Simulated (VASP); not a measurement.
## Si16Ge (a cell with a defect): single point with PBE

The system is Si16Ge (a cell with a defect).

```xyz
17
Lattice="0.0000 5.4300 5.4300 5.4300 0.0000 5.4300 5.4300 5.4300 0.0000" Properties=species:S:1:pos:R:3 pbc="T T T"
Si   -0.0178   -0.0866   -0.0884
Si    1.6190    1.0987    1.0962
Si    2.8038    2.7357   -0.0887
Si    3.9904    4.1570    1.3255
Si    2.8035   -0.0867    2.7330
Si    3.9902    1.3269    4.1550
Si    5.1609    2.9858    2.9842
Si    6.8196    4.1569    4.1548
Si    0.2460    2.4697    2.4690
Si    1.2355    3.9503    3.9503
Si    2.5938    5.5511    2.5757
Si    4.1951    6.9106    3.9499
Si    2.5943    2.5766    5.5507
Si    4.1947    3.9502    6.9096
Si    5.5694    5.5512    5.5513
Si    6.5361    7.0398    7.0389
Ge    3.4152    4.7316    4.7300
```

```json
{
 "Program": "VASP 6.6.1",
 "Task": "single point",
 "Functional": "PBE",
 "Potentials or basis": "VASP PAW PBE potentials, release 64 (Si, Ge_d)",
 "Cutoff": "520 eV",
 "k mesh": "2 × 2 × 2",
 "Occupations": "gaussian, width 0.05 eV",
 "Spin": "no spin polarisation"
}
```

```
Pressure               : 5.4 GPa
Largest force          : 0.019 eV/Å
Band gap on the k mesh : 0.15 eV
```

Forces on the atoms (eV/Å):
```
Si  -0.003  0.000 -0.001
Si   0.008 -0.011 -0.008
Si   0.001  0.002  0.000
Si  -0.002  0.002 -0.007
Si   0.001  0.000  0.003
Si  -0.002 -0.008  0.002
Si  -0.011  0.009  0.011
Si   0.007  0.002  0.002
Si  -0.004  0.004  0.004
Si   0.005  0.008  0.005
Si   0.007 -0.003  0.005
Si  -0.005 -0.005  0.005
Si   0.006  0.004 -0.005
Si  -0.005  0.008 -0.005
Si  -0.005 -0.003 -0.007
Si   0.011 -0.010 -0.011
Ge  -0.007  0.003  0.007
```

Stress tensor (GPa, compression positive):
```
 5.45  0.65  0.65
 0.65  5.45 -0.65
 0.65 -0.65  5.45
```

Levels at points of the mesh, in eV from the valence-band top:
| k point | band 37 | band 38 | band 39 | band 40 | band 41 | band 42 |
| --- | --- | --- | --- | --- | --- | --- |
| (0.00, 0.00, 0.00) | -0.36 | -0.34 | -0.34 | 0.15 | 0.15 | 0.50 |
| (0.50, 0.00, 0.00) | -1.01 | -1.01 | 0.00 | 0.64 | 0.64 | 1.38 |
| (0.00, 0.50, 0.00) | -1.14 | -0.55 | -0.23 | 0.46 | 0.95 | 1.10 |
| (0.00, 0.00, 0.50) | -1.14 | -0.55 | -0.23 | 0.46 | 0.95 | 1.10 |
| (0.50, 0.50, 0.50) | -1.14 | -0.55 | -0.23 | 0.46 | 0.95 | 1.10 |
| (0.50, 0.50, 0.00) | -1.48 | -0.37 | -0.04 | 0.65 | 1.63 | 1.65 |
| (0.00, 0.50, 0.50) | -1.48 | -0.37 | -0.04 | 0.65 | 1.63 | 1.65 |
| (0.50, 0.00, 0.50) | -1.48 | -0.37 | -0.04 | 0.65 | 1.63 | 1.65 |

Run time: 2.5 min on 1 thread of AMD EPYC 9R45 96-Core Processor (Zen 5) (shared host), peak memory 0.46 GiB.

Caveat: the k points lie up to 0.50 Å⁻¹ apart.
